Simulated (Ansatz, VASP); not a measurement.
**One calculation of ScAl, two programs**

```
CELL_PARAMETERS angstrom
3.19262 0.00000 0.00000
0.00000 3.19262 0.00000
0.00000 0.00000 3.19262
ATOMIC_POSITIONS crystal
Sc 0.50000 0.50000 0.50000
Al 0.00000 0.00000 0.00000
```

Change from the starting cell: volume scaled by 0.85, PAW files.

Alike in both runs: task single point; functional LDA; k mesh 11 × 11 × 11; occupations fermi-dirac, width 0.05 eV; no spin polarisation.

|  | VASP | Ansatz |
| --- | --- | --- |
| version | VASP 6.6.1 | Ansatz 0.2.0 |
| potentials or method | VASP PAW LDA potentials, release 64 (Sc_sv, Al) | PAW with Ansatz's default frozen-core files, scalar-relativistic |
| plane-wave cutoff (eV) | 520 | 420 |
| valence electrons in the cell | 14 | 14 |

```tsv
	VASP	Ansatz	Ansatz less VASP
pressure (GPa)	11.7	11.3	-0.32
```

LDA's correlation is that of Perdew and Zunger in VASP and of Perdew and Wang (1992) in Ansatz.
